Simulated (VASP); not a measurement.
Wanted: the native input for a VASP 6.6.1 run.

| Property | Result |
| --- | --- |
| Task | single point |
| Functional | PBE |
| Potentials or basis | VASP PAW PBE potentials, release 64 (Mg, O) |
| Cutoff | 520 eV |
| k mesh | 1 × 1 × 1 |
| Occupations | fermi-dirac, width 0.01 eV |
| Spin | no spin polarisation |
| Dipole correction | no |
| Further INCAR settings | LREAL = Auto; ALGO = Normal; EDIFF = 1e-06; NBANDS = 89 |

The structure of Mg16O17 (a cell with a defect) (O interstitial hop between voids) lies in POSCAR:

```
Mg16O17
1.0
   -4.2543812300      4.2543812300      4.2543812300
    4.2543812300     -4.2543812300      4.2543812300
    4.2543812300      4.2543812300     -4.2543812300
Mg O
16 17
Direct
   -0.0003032627     -0.0001197971      0.0073039601
   -0.0010200958      0.2495128758      0.7569034099
   -0.0002862771      0.4998860971      0.5072780615
    0.0004658419      0.7502762130      0.2576428349
    0.2493139809     -0.0008495187      0.7569033346
    0.2347198073      0.2348818023      0.5087476454
    0.2346758805      0.4998781393      0.2407789299
    0.2493381717      0.7502959681      0.0072779229
    0.4997105554     -0.0000967306      0.5072752987
    0.4997172931      0.2348569513      0.2407813176
    0.4997150493      0.4998972186      0.0073205146
    0.4996636156      0.7648472588      0.7737350993
    0.7501033108      0.0006483480      0.2576366470
    0.7501257935      0.2495188694      0.0072858153
    0.7646784512      0.4998433781      0.7737470051
    0.7647087020      0.7648879729      0.5058473903
   -0.0002909379     -0.0001121029      0.5072789281
    0.0022028277      0.2511206006      0.2585033299
   -0.0003077479      0.4998761917      0.0072425017
   -0.0027570060      0.7486500592      0.7560367436
    0.2509531053      0.0023867559      0.2585084793
    0.2404426858      0.2406282116     -0.0083722368
    0.2404605967      0.4998920526      0.7636688474
    0.2509406988      0.7486505308      0.5072576561
    0.4996918528     -0.0001345674      0.0072453788
    0.4997055486      0.2406439211      0.7636608366
    0.4996430516      0.4998199844      0.4100548076
    0.4997072050      0.7591618889      0.2508859499
    0.7484916519     -0.0025360786      0.7560555670
    0.7484738583      0.2511400046      0.5072613039
    0.7589769034      0.4998787988      0.2508850532
    0.7589353692      0.7591199874      0.0229113354
    0.4997322673      0.4998957187      0.6044051603
```

These files were run (other wordings do the same):

INCAR

```
ALGO     = Normal         # electronic algorithm
EDIFF    = 1E-6           # SCF threshold, eV
ENCUT    = 520            # plane-wave cutoff, eV
GGA      = PE             # functional
GGA_COMPAT= False        
ISIF     = 2              # what is computed and relaxed
ISMEAR   = -1             # smearing method
LASPH    = True           # aspherical terms in the spheres
LCHARG   = False          # write CHGCAR
LREAL    = Auto         
LWAVE    = False          # write WAVECAR
NBANDS   = 89             # bands
NELM     = 120            # most SCF steps
PREC     = Accurate       # precision mode
SIGMA    = 0.01           # smearing width, eV
```

KPOINTS

```
k-points
0
Gamma
  1 1 1
```

Potentials or basis: VASP PAW PBE potentials, release 64 (Mg, O).

Launch:

```sh
$ cat potpaw_PBE.64/Mg/POTCAR potpaw_PBE.64/O/POTCAR > POTCAR
$ mpirun -np 1 vasp_gam > vasp.out
```

Results of the run:

The pressure is 6.0 GPa. The largest force is 0.267 eV/Å and the band gap on the k mesh is 4.45 eV.

Caveat: the k points lie up to 1.04 Å⁻¹ apart.

It took 51 s on 1 thread of Intel(R) Xeon(R) 6975P-C (Granite Rapids) (shared host), peak memory 0.38 GiB.
